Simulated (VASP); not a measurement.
Write the native input for VASP 6.6.1 that does the following.

```
Task                   : single point
Functional             : PBE
Potentials or basis    : VASP PAW PBE potentials, release 64 (Zn, Mo_sv)
Cutoff                 : 520 eV
k mesh                 : 6 × 6 × 6
Occupations            : methfessel-paxton, width 0.1 eV
Spin                   : no spin polarisation
Dipole correction      : no
Further INCAR settings : ALGO = Normal; EDIFF = 1e-07; NBANDS = 35
```

The structure of ZnMo3 lies in POSCAR:

```
ZnMo3
1.0
    4.0704869513      0.0000000000      0.0000000000
    0.0000000000      4.0704869513      0.0000000000
    0.0000000000      0.0000000000      4.0704869513
Zn Mo
1 3
Direct
    0.0000000000      0.0000000000      0.0000000000
    0.0000000000      0.5000000000      0.5000000000
    0.5000000000      0.0000000000      0.5000000000
    0.5000000000      0.5000000000      0.0000000000
```

These files were run (other wordings do the same):

INCAR

```
PREC = Accurate
ENCUT = 520
EDIFF = 1E-7
ISMEAR = 1
SIGMA = 0.1
LREAL = F
LASPH = T
NELM = 100
ALGO = Normal
ISIF = 2
LWAVE = F
LCHARG = F
GGA = PE
NBANDS = 35
```

KPOINTS

```
regular mesh
0
Gamma
  6 6 6
```

Potentials or basis: VASP PAW PBE potentials, release 64 (Zn, Mo_sv).

The run is started by

```bash
$ cat potpaw_PBE.64/Zn/POTCAR potpaw_PBE.64/Mo_sv/POTCAR > POTCAR
$ mpirun -np 1 vasp_std > vasp.out
```

Results of the run:

| Quantity | Value |
| --- | --- |
| Pressure | -17.3 GPa |
| Band gap on the k mesh | zero (band 27 reaches 9.75 eV, above the bottom of band 28 at 8.44 eV) |

Run time: 37 s on 1 thread of Intel(R) Xeon(R) Platinum 8375C CPU @ 2.90GHz (Ice Lake), on a shared host, peak memory 0.18 GiB.
